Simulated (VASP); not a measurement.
Write the native input for VASP 6.6.1 that does the following.

```
Task                   : single point
Functional             : PBEsol
Potentials or basis    : VASP PAW PBE potentials, release 64 (Mg, O)
Cutoff                 : 520 eV
k mesh                 : 9 × 9 × 6
Occupations            : gaussian, width 0.05 eV
Spin                   : no spin polarisation
Dipole correction      : no
Further INCAR settings : ALGO = Normal; EDIFF = 1e-07; NBANDS = 16
```

The structure of MgO lies in POSCAR:

```
MgO
1.0
    3.7790295885      0.0000000000      0.0000000000
   -1.8895147943      3.2727356253      0.0000000000
    0.0000000000      0.0000000000      4.0178642585
Mg O
2 2
Direct
    0.6666666667      0.3333333333      0.7500000000
    0.3333333333      0.6666666667      0.2500000000
    0.6666666667      0.3333333333      0.2500000000
    0.3333333333      0.6666666667      0.7500000000
```

This cell differs from its parent crystal: volume 12.423 Å^3 an atom, c/a of the conventional cell 1.0632.

One way to write it, as run:

INCAR

```
SYSTEM = MgO
ALGO = Normal
EDIFF = 1E-7
ENCUT = 520
GGA = PS
ISIF = 2
ISMEAR = 0
LASPH = .True.
LCHARG = .False.
LREAL = .False.
LWAVE = .False.
NBANDS = 16
NELM = 80
PREC = Accurate
SIGMA = 0.05
```

KPOINTS

```
k-points
0
Gamma
  9 9 6
  0 0 0
```

Potentials or basis: VASP PAW PBE potentials, release 64 (Mg, O).

Command:

```console
$ cat potpaw_PBE.64/Mg/POTCAR potpaw_PBE.64/O/POTCAR > POTCAR
$ mpirun -np 1 vasp_std > vasp.out
```

Results of the run:

```json
{"Pressure": "-8.5 GPa", "Band gap on the k mesh": "2.94 eV, indirect (least direct gap 2.96 eV)"}
```

Caveat: the PAW data sets were made with another functional, which shifts forces and pressure a little.

Wall time 29 s on 1 thread of Intel(R) Xeon(R) Platinum 8259CL CPU @ 2.50GHz (Skylake/Cascade Lake), on a shared host, peak memory 0.18 GiB.
